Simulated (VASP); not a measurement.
A run of VASP 6.6.1 is set up as follows.

File INCAR:

```
ALGO = Normal
EDIFF = 1E-6
ENCUT = 600
GGA = PS
GGA_COMPAT = False
ISIF = 2
ISMEAR = 0
LASPH = True
LCHARG = False
LREAL = False
LWAVE = False
NBANDS = 11
NELM = 120
PREC = Accurate
SIGMA = 0.1
```

Contents of KPOINTS:

```
k-points
0
Gamma
  6 6 6
```

POSCAR

```
MgSe
1.0
    0.0000000000      2.7250000000      2.7250000000
    2.7250000000      0.0000000000      2.7250000000
    2.7250000000      2.7250000000      0.0000000000
Mg Se
1 1
Direct
    0.0000000000      0.0000000000      0.0000000000
    0.5000000000      0.5000000000      0.5000000000
```

Potentials or basis: VASP PAW PBE potentials, release 64 (Mg, Se).

The run is started by

```bash
$ cat potpaw_PBE.64/Mg/POTCAR potpaw_PBE.64/Se/POTCAR > POTCAR
$ mpirun -np 1 vasp_std > vasp.out
```

Question: What does it give for the pressure?

Answer: 0.0 GPa.

Question: Predict the band gap on the k mesh.

Answer: 1.76 eV, indirect (least direct gap 2.50 eV).

Caveat: the PAW data sets were made with another functional, which shifts forces and pressure a little. A k mesh can miss the band edges.
